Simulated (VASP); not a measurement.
# WC (Amm2) in VASP: single point with PBE

Aim: the single point of WC with PBE.

Everything below comes from runs of VASP 6.6.1. Logs are shortened: lines on timing, memory, paths and dates and some standing lists are left out, and cuts for length are marked.

## Step 1: The cell of the first run

Symmetry: Amm2, No. 38, orthorhombic system. The conventional cell has a = 2.847 Å, b = 2.921 Å, c = 5.059 Å, α = 90.00°, β = 90.00°, γ = 90.00°. W (site symmetry mm2) has 6 C at 2.19 to 2.25 Å and 8 W at 2.85 to 2.92 Å within 3.0 Å. Within 3.0 Å of C (site symmetry mm2) lie 6 W at 2.19 to 2.25 Å and 8 C at 2.85 to 2.92 Å.

## Step 2: Single point, PBE, non-collinear spin, zero start, spin-orbit coupling (atom 1 (W) moved 0.05 Å along y)

INCAR reads:

```
ALGO = Fast ; EDIFF = 1E-6
ENCUT = 520 ; GGA = PE
GGA_COMPAT = F ; ISIF = 2
ISMEAR = 0 ; LASPH = T
LCHARG = F ; LMAXMIX = 4
LNONCOLLINEAR = T ; LORBIT = 11
LORBMOM = T ; LREAL = F
LSORBIT = T ; LWAVE = F
MAGMOM = 0 0 0 0 0 0 ; NBANDS = 30
NELM = 150 ; PREC = Accurate
SIGMA = 0.05
```

KPOINTS reads:

```
k-points
0
Gamma
  14 14 12
```

POSCAR reads:

```
WC
1.0
    2.9209539620      0.0000000000      0.0000000000
   -1.4604769810      2.5296203344      0.0000000000
    0.0000000000      0.0000000000      2.8466159029
W C
1 1
Direct
    0.0098829060      0.0197658120      0.0000000000
    0.6666666667      0.3333333333      0.5000000000
```

Potentials or basis: VASP PAW PBE potentials, release 64 (W_sv, C).

On the command line:

```sh
cat potpaw_PBE.64/W_sv/POTCAR potpaw_PBE.64/C/POTCAR > POTCAR
mpirun -np 1 vasp_ncl > vasp.out
```

OUTCAR:

```text
EDIFF = 1E-6
   ENCUT = 520
   GGA = PE
   ISIF = 2
   ISMEAR = 0
   LASPH = T
   LNONCOLLINEAR = T
   LORBIT = 11
   LREAL = F
   LSORBIT = T
   NELM = 150
   PREC = Accurate

 ion  position               nearest neighbor table
   1  0.010  0.020  0.000-   2 2.19   2 2.19   2 2.19   2 2.19   2 2.25   2 2.25
   2  0.667  0.333  0.500-   1 2.19   1 2.19   1 2.19   1 2.19   1 2.25   1 2.25

  LATTYP: Found a hexagonal cell.
 ALAT       =     2.9209539620
 C/A-ratio  =     0.9745500751

  Lattice vectors:

 A1 = (   2.9209539620,   0.0000000000,   0.0000000000)
 A2 = (  -1.4604769810,   2.5296203344,   0.0000000000)
 A3 = (   0.0000000000,   0.0000000000,   2.8466159029)

Analysis of symmetry for initial positions (statically):
=====================================================================
 Subroutine PRICEL returns:
 Original cell was already a primitive cell.

 Routine SETGRP: Setting up the symmetry group for a
 hexagonal supercell.

 Subroutine GETGRP returns: Found  4 space group operations
 (whereof  4 operations were pure point group operations)
 out of a pool of 24 trial point group operations.

The static configuration has the point symmetry C_2v.

Analysis of symmetry for dynamics (positions and initial velocities):
=====================================================================
 Subroutine PRICEL returns:
 Original cell was already a primitive cell.

 Routine SETGRP: Setting up the symmetry group for a
 hexagonal supercell.

 Subroutine GETGRP returns: Found  4 space group operations
 (whereof  4 operations were pure point group operations)
 out of a pool of 24 trial point group operations.

The dynamic configuration has the point symmetry C_2v.

Analysis of structural, dynamic, and magnetic symmetry:
=====================================================================
 Subroutine PRICEL returns:
 Original cell was already a primitive cell.

 Routine SETGRP: Setting up the symmetry group for a
 hexagonal supercell.

 Subroutine GETGRP returns: Found  4 space group operations
 (whereof  4 operations were pure point group operations)
 out of a pool of 24 trial point group operations.

The overall configuration has the point symmetry C_2v.

 Subroutine INISYM returns: Found  4 space group operations
 (whereof  4 operations are pure point group operations),
 and found     1 'primitive' translations

----------------------------------------------------------------------------------------

                                     Primitive cell

  volume of cell :      21.0334

  direct lattice vectors                    reciprocal lattice vectors
     2.920953962  0.000000000  0.000000000     0.342353907  0.197658120  0.000000000
    -1.460476981  2.529620334  0.000000000     0.000000000  0.395316240  0.000000000
     0.000000000  0.000000000  2.846615903     0.000000000  0.000000000  0.351294321

  length of vectors
     2.920953962  2.920953962  2.846615903     0.395316240  0.395316240  0.351294321

  position of ions in fractional coordinates (direct lattice)
     0.009882906  0.019765812  0.000000000
     0.666666667  0.333333333  0.500000000

  ion indices of the primitive-cell ions
   primitive index   ion index
                 1           1
                 2           2

----------------------------------------------------------------------------------------

 KPOINTS: k-points

Automatic generation of k-mesh.
 Grid dimensions read from file:
 generate k-points for:   14   14   12

 Generating k-lattice:

  Cartesian coordinates                     Fractional coordinates (reciprocal lattice)
     0.024453850  0.014118437  0.000000000     0.071428571  0.000000000  0.000000000
     0.000000000  0.028236874  0.000000000     0.000000000  0.071428571  0.000000000
     0.000000000  0.000000000  0.029274527     0.000000000  0.000000000  0.083333333

  Length of vectors
     0.028236874  0.028236874  0.029274527

[... 98 lines left out ...]
 number of electron      18.0000000 magnetization      -0.0000000     -0.0000000     -0.0000000

 Free energy of the ion-electron system (eV)
  ---------------------------------------------------
  ext. energy  EPLUGINS =         0.00000000
  ---------------------------------------------------
  free energy    TOTEN  =       -23.18422203 eV

  energy without entropy =      -23.18385637  energy(sigma->0) =      -23.18403920

 E-fermi :  10.9074     XC(G=0): -13.7246

 val. band max:       10.9040085056   @ k =  -0.1429   0.0714   0.5000
 cond. band min:      10.9089484909   @ k =   0.0000  -0.0714  -0.3333
 fundamental gap:      0.0049399853
 Fermi energy:        10.9074021909

 k-point     1 :       0.0000    0.0000    0.0000
  band No.  band energies     occupation
      1     -63.1579      1.00000
      2     -63.1579      1.00000
      3     -33.0716      1.00000
      4     -33.0716      1.00000
      5     -24.2763      1.00000
      6     -24.2763      1.00000
[... 781 lines left out ...]
     29      24.1491      0.00000
     30      24.1491      0.00000

 [... further k-points ...]

------------------------ aborting loop because EDIFF is reached ----------------------------------------

  FORCE on cell =-STRESS in cart. coord.  units (eV):
  Direction    XX          YY          ZZ          XY          YZ          ZX
  --------------------------------------------------------------------------------------
  -------------------------------------------------------------------------------------
  Total        0.5635944      0.0488119      0.3529154      0.0000000      0.0000000      0.0000000
  in kB       42.9307340      3.7181516     26.8826595      0.0000000      0.0000000      0.0000000
  external PRESSURE =      24.5105150 kB  Pullay stress =       0.0000000 kB

 VOLUME and BASIS-vectors are now :
 -----------------------------------------------------------------------------
  energy-cutoff  :      520.00
  volume of cell :       21.03
      direct lattice vectors                 reciprocal lattice vectors
     2.920953962  0.000000000  0.000000000     0.342353907  0.197658120  0.000000000
    -1.460476981  2.529620334  0.000000000     0.000000000  0.395316240  0.000000000
     0.000000000  0.000000000  2.846615903     0.000000000  0.000000000  0.351294321

 POSITION                                       TOTAL-FORCE (eV/Angst)
 -----------------------------------------------------------------------------------
      0.00000      0.05000      0.00000         0.000000     -0.724764      0.000000
      1.46048      0.84321      1.42331         0.000000      0.724764      0.000000
 -----------------------------------------------------------------------------------
    total drift:                                0.000000     -0.000069     -0.000000

  FREE ENERGIE OF THE ION-ELECTRON SYSTEM (eV)
  ---------------------------------------------------
  free  energy   TOTEN  =       -23.1842220260 eV

  energy  without entropy=      -23.1838563747  energy(sigma->0) =      -23.18403920

 orbital moment (x)

 # of ion     p       d       tot
 ----------------------------------------
  1         0.000   0.000   0.000
  2         0.000   0.000   0.000
 ----------------------------------------
            0.000   0.000   0.000

 orbital moment (y)

 # of ion     p       d       tot
 ----------------------------------------
  1         0.000   0.000   0.000
  2         0.000   0.000   0.000
 ----------------------------------------
            0.000   0.000   0.000

 orbital moment (z)

 # of ion     p       d       tot
 ----------------------------------------
  1         0.000   0.000   0.000
  2         0.000   0.000   0.000
 ----------------------------------------
            0.000   0.000   0.000

 Spin-Orbit-Coupling matrix elements

 Ion:    1  E_soc:     -1.4893573
 l=   1
     0.0000000    -0.2183569    -0.2219634
    -0.2183569     0.0000000    -0.2173737
    -0.2219634    -0.2173737     0.0000000
 l=   2
     0.0000000    -0.0056246     0.0000000    -0.0054720    -0.0272507
    -0.0056246     0.0000000    -0.0165036    -0.0050118    -0.0056846
     0.0000000    -0.0165036     0.0000000    -0.0159119     0.0000000
    -0.0054720    -0.0050118    -0.0159119     0.0000000    -0.0055255
    -0.0272507    -0.0056846     0.0000000    -0.0055255     0.0000000
 l=   3
     0.0000000     0.0000000     0.0000000     0.0000000     0.0000000     0.0000000     0.0000000
     0.0000000     0.0000000     0.0000000     0.0000000     0.0000000     0.0000000     0.0000000
     0.0000000     0.0000000     0.0000000     0.0000000     0.0000000     0.0000000     0.0000000
     0.0000000     0.0000000     0.0000000     0.0000000     0.0000000     0.0000000     0.0000000
     0.0000000     0.0000000     0.0000000     0.0000000     0.0000000     0.0000000     0.0000000
     0.0000000     0.0000000     0.0000000     0.0000000     0.0000000     0.0000000     0.0000000
     0.0000000     0.0000000     0.0000000     0.0000000     0.0000000     0.0000000     0.0000000

 Ion:    2  E_soc:     -0.0002848
 l=   1
     0.0000000    -0.0000477    -0.0000444
    -0.0000477     0.0000000    -0.0000503
    -0.0000444    -0.0000503     0.0000000
 l=   2
     0.0000000     0.0000000     0.0000000     0.0000000     0.0000000
     0.0000000     0.0000000     0.0000000     0.0000000     0.0000000
     0.0000000     0.0000000     0.0000000     0.0000000     0.0000000
     0.0000000     0.0000000     0.0000000     0.0000000     0.0000000
     0.0000000     0.0000000     0.0000000     0.0000000     0.0000000
 l=   3
     0.0000000     0.0000000     0.0000000     0.0000000     0.0000000     0.0000000     0.0000000
     0.0000000     0.0000000     0.0000000     0.0000000     0.0000000     0.0000000     0.0000000
     0.0000000     0.0000000     0.0000000     0.0000000     0.0000000     0.0000000     0.0000000
     0.0000000     0.0000000     0.0000000     0.0000000     0.0000000     0.0000000     0.0000000
     0.0000000     0.0000000     0.0000000     0.0000000     0.0000000     0.0000000     0.0000000
     0.0000000     0.0000000     0.0000000     0.0000000     0.0000000     0.0000000     0.0000000
     0.0000000     0.0000000     0.0000000     0.0000000     0.0000000     0.0000000     0.0000000

 total charge

# of ion       s       p       d       tot
------------------------------------------
    1        2.345   6.419   3.392  12.156
    2        0.854   1.563   0.000   2.417
--------------------------------------------------
tot          3.199   7.982   3.392  14.573

 magnetization (x)

# of ion       s       p       d       tot
------------------------------------------
    1        0.000   0.000   0.000   0.000
    2        0.000   0.000   0.000   0.000
--------------------------------------------------
tot          0.000   0.000   0.000   0.000

 magnetization (y)

# of ion       s       p       d       tot
------------------------------------------
    1        0.000   0.000   0.000   0.000
    2        0.000   0.000   0.000   0.000
--------------------------------------------------
tot          0.000   0.000   0.000   0.000

 magnetization (z)

# of ion       s       p       d       tot
------------------------------------------
    1        0.000   0.000   0.000   0.000
    2        0.000   0.000   0.000   0.000
--------------------------------------------------
tot          0.000   0.000   0.000   0.000
```

Run time: 15 min. Hardware: 1 thread of Oxide Virtual Turin-like, shared host; peak memory 0.68 GiB.

What came out:

```
Free energy                                           : -23.1842 eV
Pressure                                              : 2.5 GPa
Largest force                                         : 0.725 eV/Å
Net moment                                            : 0.00 μB per cell
Valence electrons inside the program's atomic spheres : W 12.16; C 2.42
```

Forces in eV/Å, atoms in the order of the input:
```
W    0.000 -0.725  0.000
C    0.000  0.725  0.000
```

Stress tensor (GPa, compression positive):
```
4.29 0.00 0.00
0.00 0.37 0.00
0.00 0.00 2.69
```

Moments on the atoms (μB; x, y, z):
```
W   0.00 0.00 0.00
C   0.00 0.00 0.00
```

Caveat: the cell differs from its parent crystal (atom 1 (W) moved 0.05 Å along y).
